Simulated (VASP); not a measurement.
# Li2RuN2 (P-3m1) in VASP: a series of runs

Li2RuN2 is run at these levels: LDA+U, RPBE, revPBE; tasks: single point, relaxation of cell and atoms.

Program: VASP 6.6.1. These are calculated values, not measurements. Logs are shortened: lines on timing, memory, paths and dates and some standing lists are left out, and cuts for length are marked.

## (1) The cell of the first run

The structure is trigonal, space group P-3m1 (No. 164). Conventional cell: a = 3.164 Å, b = 3.164 Å, c = 5.211 Å, α = 90.00°, β = 90.00°, γ = 120.00°. Ru (site symmetry -3m) has 6 N at 2.14 Å and 6 Li at 2.62 Å within 2.8 Å. N (site symmetry 3m) has 4 Li at 1.98 to 2.22 Å and 3 Ru at 2.14 Å within 2.6 Å. Li (site symmetry 3m) has 4 N at 1.98 to 2.22 Å and 3 Li at 2.34 Å within 2.6 Å.

## (2) Single point, LDA+U

INCAR reads:

```
SYSTEM = Li2RuN2
PREC = Accurate
ENCUT = 520
EDIFF = 1E-6
ISMEAR = 0
SIGMA = 0.05
LREAL = .False.
LASPH = .True.
NELM = 150
ALGO = Normal
ISIF = 2
LWAVE = .False.
LCHARG = .False.
LMAXMIX = 4
LDAU = .True.
LDAUTYPE = 2
LDAUL = 2 -1 -1
LDAUU = 1 0 0
LDAUJ = 0 0 0
LDAUPRINT = 1
NBANDS = 23
```

KPOINTS reads:

```
regular mesh
0
Gamma
  8 8 5
  0 0 0
```

POSCAR reads:

```
Li2RuN2
1.0
    3.1642327038      0.0000000000      0.0000000000
   -1.5821163519      2.7403059050      0.0000000000
    0.0000000000      0.0000000000      5.2114500038
Ru N Li
1 2 2
Direct
    0.0000000000      0.0000000000      0.0000000000
    0.3333333333      0.6666666667      0.2130110000
    0.6666666667      0.3333333333      0.7869890000
    0.3333333333      0.6666666667      0.6398200000
    0.6666666667      0.3333333333      0.3601800000
```

Potentials or basis: VASP PAW LDA potentials, release 64 (Ru_pv, N, Li_sv).

Started as:

```bash
$ cat potpaw_LDA.64/Ru_pv/POTCAR potpaw_LDA.64/N/POTCAR potpaw_LDA.64/Li_sv/POTCAR > POTCAR
$ mpirun -np 1 vasp_std > vasp.out
```

OUTCAR:

```text
SYSTEM = Li2RuN2
   PREC = Accurate
   ENCUT = 520
   EDIFF = 1E-6
   ISMEAR = 0
   LREAL = .False.
   LASPH = .True.
   NELM = 150
   ISIF = 2

 ion  position               nearest neighbor table
   1  0.000  0.000  0.000-   2 2.14   3 2.14   3 2.14   2 2.14   3 2.14   2 2.14   4 2.62   5 2.62
                             5 2.62   4 2.62   4 2.62   5 2.62
   2  0.333  0.667  0.213-   5 1.98   5 1.98   5 1.98   1 2.14   1 2.14   1 2.14
   3  0.667  0.333  0.787-   4 1.98   4 1.98   4 1.98   1 2.14   1 2.14   1 2.14
   4  0.333  0.667  0.640-   3 1.98   3 1.98   3 1.98   5 2.34   5 2.34   5 2.34   1 2.62   1 2.62
                             1 2.62
   5  0.667  0.333  0.360-   2 1.98   2 1.98   2 1.98   4 2.34   4 2.34   4 2.34   1 2.62   1 2.62
                             1 2.62

  LATTYP: Found a hexagonal cell.
 ALAT       =     3.1642327038
 C/A-ratio  =     1.6469869607

  Lattice vectors:

 A1 = (   3.1642327038,   0.0000000000,   0.0000000000)
 A2 = (  -1.5821163519,   2.7403059050,   0.0000000000)
 A3 = (   0.0000000000,   0.0000000000,   5.2114500038)

Analysis of symmetry for initial positions (statically):
=====================================================================
 Subroutine PRICEL returns:
 Original cell was already a primitive cell.

 Routine SETGRP: Setting up the symmetry group for a
 hexagonal supercell.

 Subroutine GETGRP returns: Found 12 space group operations
 (whereof 12 operations were pure point group operations)
 out of a pool of 24 trial point group operations.

The static configuration has the point symmetry D_3d.

Analysis of symmetry for dynamics (positions and initial velocities):
=====================================================================
 Subroutine PRICEL returns:
 Original cell was already a primitive cell.

 Routine SETGRP: Setting up the symmetry group for a
 hexagonal supercell.

 Subroutine GETGRP returns: Found 12 space group operations
 (whereof 12 operations were pure point group operations)
 out of a pool of 24 trial point group operations.

The dynamic configuration has the point symmetry D_3d.

 Subroutine INISYM returns: Found 12 space group operations
 (whereof 12 operations are pure point group operations),
 and found     1 'primitive' translations

----------------------------------------------------------------------------------------

                                     Primitive cell

  volume of cell :      45.1883

  direct lattice vectors                    reciprocal lattice vectors
     3.164232704  0.000000000  0.000000000     0.316032382  0.182461381  0.000000000
    -1.582116352  2.740305905  0.000000000     0.000000000  0.364922762  0.000000000
     0.000000000  0.000000000  5.211450004     0.000000000  0.000000000  0.191885176

  length of vectors
     3.164232704  3.164232704  5.211450004     0.364922762  0.364922762  0.191885176

  position of ions in fractional coordinates (direct lattice)
     0.000000000  0.000000000  0.000000000
     0.333333333  0.666666667  0.213011000
     0.666666667  0.333333333  0.786989000
     0.333333333  0.666666667  0.639820000
     0.666666667  0.333333333  0.360180000

  ion indices of the primitive-cell ions
   primitive index   ion index
                 1           1
                 2           2
                 3           3
                 4           4
                 5           5

----------------------------------------------------------------------------------------

 KPOINTS: regular mesh
[... 51 lines left out ...]
   number of dos      NEDOS =    301   number of ions     NIONS =      5
   total plane-waves  NPLWV =  23040
   dimension x,y,z NGX =    24 NGY =   24 NGZ =   40
   dimension x,y,z NGXF=    48 NGYF=   48 NGZF=   80
   ions per type =               1   2   2
   NGX,Y,Z   is equivalent  to a cutoff of  12.61, 12.61, 12.76 a.u.
   NGXF,Y,Z  is equivalent  to a cutoff of  25.22, 25.22, 25.52 a.u.
 SYSTEM =  Li2RuN2
   PREC   = accura    normal or accurate (medium, high low for compatibility)
   ISTART =      0    job   : 0-new  1-cont  2-samecut
   ICHARG =      2    charge: 1-file 2-atom 10-const
   ISPIN  =      1    spin polarized calculation?
   LNONCOLLINEAR =      F non collinear calculations
   LSORBIT =      F    spin-orbit coupling
   LASPH  =      T    aspherical Exc in radial PAW
   ENCUT  =  520.0 eV  38.22 Ry    6.18 a.u.   5.88  5.88  9.69*2*pi/ulx,y,z
   NELM   =    150;   NELMIN=  2; NELMDL= -5     # of ELM steps
   EDIFF  = 0.1E-05   stopping-criterion for ELM
   LREAL  =      F    real-space projection
   EDIFFG = 0.1E-04   stopping-criterion for IOM
   NSW    =      0    number of steps for IOM
   IBRION =     -1    ionic relax: 0-MD 1-quasi-New 2-CG
   NFREE  =      0    steps in history (QN), initial steepest desc. (CG)
   ISIF   =      2    stress and relaxation
   ISYM   =      2    0-nonsym 1-usesym 2-fastsym
   POTIM  = 0.5000    time-step for ionic-motion
   TEBEG  =    0.0;   TEEND  =   0.0 temperature during run
   PSTRESS=    0.0 pullay stress
   NELECT =      30.0000    total number of electrons
   NUPDOWN=      -1.0000    fix difference up-down
   EMIN   =  10.00;   EMAX   =-10.00  energy-range for DOS
   EFERMI =   0.00;   METHOD = LEGACY
   ISMEAR =     0;   SIGMA  =   0.05  broadening in eV -4-tet -1-fermi 0-gaus
   EFERMI_NEDOS =   21; number of points for ismear=-14 and -15
   IALGO  =     38    algorithm
   IMIX   =      4    mixing-type and parameters
     AMIX     =   0.40;   BMIX     =  1.00
     AMIX_MAG =   1.60;   BMIX_MAG =  1.00
  volume/ion in A,a.u.               =       9.04        60.99
  Fermi-wavevector in a.u.,A,eV,Ry     =   1.428148  2.698809 27.750537  2.039607
  Thomas-Fermi vector in A             =   2.548241
   LORBIT       =      0    0 simple, 1 ext, 2 COOP (PROOUT), +10 PAW based schemes
 LDA+U is selected, type is set to LDAUTYPE =  2
   angular momentum for each species LDAUL =     2   -1   -1
   U (eV)           for each species LDAUU =   1.0  0.0  0.0
   J (eV)           for each species LDAUJ =   0.0  0.0  0.0
   GGA     = CA    functional components
   LHFCALC =     F    Hartree Fock is set to
   AEXX    =    0.0000 exact exchange contribution
   IVDW    =     0    specifies the selected vdW correction
   LEPSILON=     F    determine dielectric tensor
   LRPA    =     F    only Hartree local field effects (RPA)
 non-spin polarized calculation
 Gauss-broadening in eV      SIGMA  =   0.05
  energy-cutoff  :      520.00
  volume of cell :       45.19
 maximum number of plane-waves:      1236
 NGX is ok and might be reduce to    24
   NGX = 11   NGY = 11   NGZ = 19

atom =   1  type =  1  l = 2

 onsite density matrix

spin component  1

  0.6119  0.0000  0.0000  0.1241  0.0000
  0.0000  0.5526  0.0000 -0.0000  0.1241
  0.0000  0.0000  0.6400  0.0000  0.0000
  0.1241 -0.0000  0.0000  0.5526 -0.0000
  0.0000  0.1241  0.0000 -0.0000  0.6119

spin component  2

  0.6119  0.0000  0.0000  0.1241  0.0000
  0.0000  0.5526  0.0000 -0.0000  0.1241
  0.0000  0.0000  0.6400  0.0000  0.0000
  0.1241 -0.0000  0.0000  0.5526 -0.0000
  0.0000  0.1241  0.0000 -0.0000  0.6119

 occupancies and eigenvectors

  o =  0.4546  v = -0.6196  0.0000  0.0000  0.7849  0.0000  0.0000  0.0000  0.0000  0.0000  0.0000      0.0000  0.0000  0.0000  0.0000  0.0000  0.0000  0.0000  0.0000  0.0000  0.0000
  o =  0.4546  v =  0.0000  0.0000  0.0000  0.0000  0.0000 -0.6196  0.0000  0.0000  0.7849  0.0000      0.0000  0.0000  0.0000  0.0000  0.0000  0.0000  0.0000  0.0000  0.0000  0.0000
  o =  0.4546  v =  0.0000  0.7849  0.0000  0.0000 -0.6196  0.0000  0.0000  0.0000  0.0000  0.0000      0.0000  0.0000  0.0000  0.0000  0.0000  0.0000  0.0000  0.0000  0.0000  0.0000
  o =  0.4546  v =  0.0000  0.0000  0.0000  0.0000  0.0000  0.0000  0.7849  0.0000  0.0000 -0.6196      0.0000  0.0000  0.0000  0.0000  0.0000  0.0000  0.0000  0.0000  0.0000  0.0000
  o =  0.6400  v =  0.0000  0.0000 -1.0000  0.0000  0.0000  0.0000  0.0000  0.0000  0.0000  0.0000      0.0000  0.0000  0.0000  0.0000  0.0000  0.0000  0.0000  0.0000  0.0000  0.0000
  o =  0.6400  v =  0.0000  0.0000  0.0000  0.0000  0.0000  0.0000  0.0000 -1.0000  0.0000  0.0000      0.0000  0.0000  0.0000  0.0000  0.0000  0.0000  0.0000  0.0000  0.0000  0.0000
  o =  0.7098  v = -0.7849 -0.0000 -0.0000 -0.6196 -0.0000  0.0000  0.0000  0.0000  0.0000  0.0000      0.0000  0.0000  0.0000  0.0000  0.0000  0.0000  0.0000  0.0000  0.0000  0.0000
  o =  0.7098  v =  0.0000  0.0000  0.0000  0.0000  0.0000 -0.7849 -0.0000 -0.0000 -0.6196 -0.0000      0.0000  0.0000  0.0000  0.0000  0.0000  0.0000  0.0000  0.0000  0.0000  0.0000
  o =  0.7098  v =  0.0000 -0.6196 -0.0000  0.0000 -0.7849  0.0000  0.0000  0.0000  0.0000  0.0000      0.0000  0.0000  0.0000  0.0000  0.0000  0.0000  0.0000  0.0000  0.0000  0.0000
  o =  0.7098  v =  0.0000  0.0000  0.0000  0.0000  0.0000  0.0000 -0.6196 -0.0000  0.0000 -0.7849      0.0000  0.0000  0.0000  0.0000  0.0000  0.0000  0.0000  0.0000  0.0000  0.0000

 number of electron      30.0000009 magnetization

 Free energy of the ion-electron system (eV)
  ---------------------------------------------------
  ext. energy  EPLUGINS =         0.00000000
  ---------------------------------------------------
  free energy    TOTEN  =       -32.95730689 eV

  energy without entropy =      -32.95110910  energy(sigma->0) =      -32.95420799

 E-fermi :   6.8280     XC(G=0): -11.9214

 val. band max:        6.8227506095   @ k =   0.5000   0.0000   0.4000
 cond. band min:       6.8451426955   @ k =   0.3750   0.2500   0.0000
 fundamental gap:      0.0223920860
 Fermi energy:         6.8279549368

 k-point     1 :       0.0000    0.0000    0.0000
  band No.  band energies     occupation
      1     -37.3162      2.00000
      2     -37.1691      2.00000
      3     -36.1561      2.00000
      4     -36.0213      2.00000
      5     -36.0213      2.00000
      6      -8.3814      2.00000
[... 613 lines left out ...]
     22      16.7184      0.00000
     23      18.0338      0.00000

 [... further k-points ...]
[... 5 lines left out ...]
  --------------------------------------------------------------------------------------
  -------------------------------------------------------------------------------------
  Total       -4.2290242     -4.2290242     -3.3319550      0.0000000     -0.0000000      0.0000000
  in kB     -149.9424905   -149.9424905   -118.1363832      0.0000000     -0.0000000      0.0000000
  external PRESSURE =    -139.3404547 kB  Pullay stress =       0.0000000 kB

 VOLUME and BASIS-vectors are now :
 -----------------------------------------------------------------------------
  energy-cutoff  :      520.00
  volume of cell :       45.19
      direct lattice vectors                 reciprocal lattice vectors
     3.164232704  0.000000000  0.000000000     0.316032382  0.182461381  0.000000000
    -1.582116352  2.740305905  0.000000000     0.000000000  0.364922762  0.000000000
     0.000000000  0.000000000  5.211450004     0.000000000  0.000000000  0.191885176

 POSITION                                       TOTAL-FORCE (eV/Angst)
 -----------------------------------------------------------------------------------
      0.00000      0.00000      0.00000         0.000000      0.000000      0.000000
     -0.00000      1.82687      1.11010        -0.000000      0.000000     -0.564975
      1.58212      0.91344      4.10135         0.000000     -0.000000      0.564975
     -0.00000      1.82687      3.33439         0.000000     -0.000000      0.186005
      1.58212      0.91344      1.87706        -0.000000      0.000000     -0.186005
 -----------------------------------------------------------------------------------
    total drift:                                0.000000      0.000000     -0.000000

  FREE ENERGIE OF THE ION-ELECTRON SYSTEM (eV)
  ---------------------------------------------------
  free  energy   TOTEN  =       -32.9573068886 eV

  energy  without entropy=      -32.9511090992  energy(sigma->0) =      -32.95420799
```

It took 15 s on 1 thread of Intel Xeon 6975P-C (Granite Rapids), shared host; peak memory 0.16 GiB.

Results:

```
Free energy            : -32.9573 eV
Largest force          : 0.565 eV/Å
Band gap on the k mesh : zero (band 15 reaches 6.85 eV, above the bottom of band 16 at 6.49 eV)
```

Forces in eV/Å, atoms in the order of the input:
```
Ru   0.000  0.000  0.000
N    0.000  0.000 -0.565
N    0.000  0.000  0.565
Li   0.000  0.000  0.186
Li   0.000  0.000 -0.186
```

Eigenvalues of the final occupation matrices:
```tsv
site	spin	trace	eigenvalues
site 1 d	1	2.97	0.45 0.45 0.64 0.71 0.71
site 1 d	2	2.97	0.45 0.45 0.64 0.71 0.71
```

Caveat: the cutoff is under 1.25 times the usual one of these potentials, so pressure, stress and relaxed cells hold a basis-set (Pulay) error; U without spin polarisation on a metal has little footing.

## (3) Relaxation of cell and atoms, RPBE

INCAR reads:

```
SYSTEM = Li2RuN2
ALGO = Normal ; EDIFF = 1E-6
EDIFFG = -0.01 ; ENCUT = 600
GGA = RP ; IBRION = 2
ISIF = 3 ; ISMEAR = -1
LASPH = .True. ; LCHARG = .False.
LREAL = .False. ; LWAVE = .False.
NELM = 100 ; NSW = 60
PREC = Accurate ; SIGMA = 0.05
```

KPOINTS reads:

```
k-points
0
Gamma
  10 10 5
  0 0 0
```

POSCAR is that of step 2.

Potentials or basis: VASP PAW PBE potentials, release 64 (Ru_pv, N, Li_sv).

Started as:

```bash
$ cat potpaw_PBE.64/Ru_pv/POTCAR potpaw_PBE.64/N/POTCAR potpaw_PBE.64/Li_sv/POTCAR > POTCAR
$ mpirun -np 1 vasp_std > vasp.out
```

It took 4.3 min on 1 thread of Intel Xeon 6975P-C, shared host; peak memory 0.23 GiB.

The run converged. Its results:

```
Free energy                            : -28.3982 eV
Relaxed volume                         : 9.19 Å³/atom
Relaxed cell                           : a = 3.171 Å, b = 3.171 Å, c = 5.277 Å, α = 90.00°, β = 90.00°, γ = 120.00°
Space group after relaxing (to 0.05 Å) : P-3m1 (No. 164)
Energy gained by relaxing              : 1.1 meV/atom
Ionic steps                            : 9
Pressure after relaxing                : 0.0 GPa
Largest force after relaxing           : 0.009 eV/Å
Band gap on the k mesh                 : zero (band 15 reaches 7.10 eV, above the bottom of band 16 at 6.71 eV)
```

Forces on the atoms (eV/Å):
```
Ru   0.000  0.000  0.000
N    0.000  0.000 -0.004
N    0.000  0.000  0.004
Li   0.000  0.000 -0.009
Li   0.000  0.000  0.009
```

Stress tensor (GPa, compression positive):
```
-0.03  0.00  0.00
 0.00 -0.03  0.00
 0.00  0.00  0.16
```

The path:
```csv
step,energy change (eV),largest force (eV/Å),pressure (GPa),volume (Å³)
1,0.0000,0.0580,1.44,45.19
2,-0.0024,0.1062,-0.41,45.72
3,-0.0024,0.1020,-0.30,45.68
4,-0.0038,0.0598,-0.15,45.76
5,-0.0046,0.0573,0.02,45.86
6,-0.0046,0.0574,0.02,45.88
7,-0.0052,0.0263,0.06,45.92
8,-0.0053,0.0147,0.02,45.93
9,-0.0054,0.0089,0.03,45.96
```

Final structure:
```yaml
crystal:
  lattice:
    - [3.17141, 0.00000, 0.00000]
    - [-1.58571, 2.74652, 0.00000]
    - [0.00000, 0.00000, 5.27682]
  atoms:
    - { symbol: Ru, position: [0.00000, 0.00000, 0.00000] }
    - { symbol: N, position: [0.33333, 0.66667, 0.20992] }
    - { symbol: N, position: [0.66667, 0.33333, 0.79008] }
    - { symbol: Li, position: [0.33333, 0.66667, 0.64381] }
    - { symbol: Li, position: [0.66667, 0.33333, 0.35619] }
```

Levels at points of the mesh, in eV from the Fermi level:
| k point | band 12 | band 13 | band 14 | band 15 | band 16 | band 17 | band 18 | band 19 |
| --- | --- | --- | --- | --- | --- | --- | --- | --- |
| (0.00, 0.00, 0.00) | -1.76 | -1.26 | -1.24 | -1.24 | -0.33 | 3.25 | 3.25 | 4.16 |
| (0.50, 0.00, 0.00) | -2.74 | -2.56 | -1.35 | -0.59 | 0.06 | 3.11 | 3.47 | 6.16 |

Caveat: the cutoff is under 1.25 times the usual one of these potentials, so pressure, stress and relaxed cells hold a basis-set (Pulay) error; the PAW data sets were made with another functional, which shifts forces and pressure a little.

(Continued in part 2 of 2.)
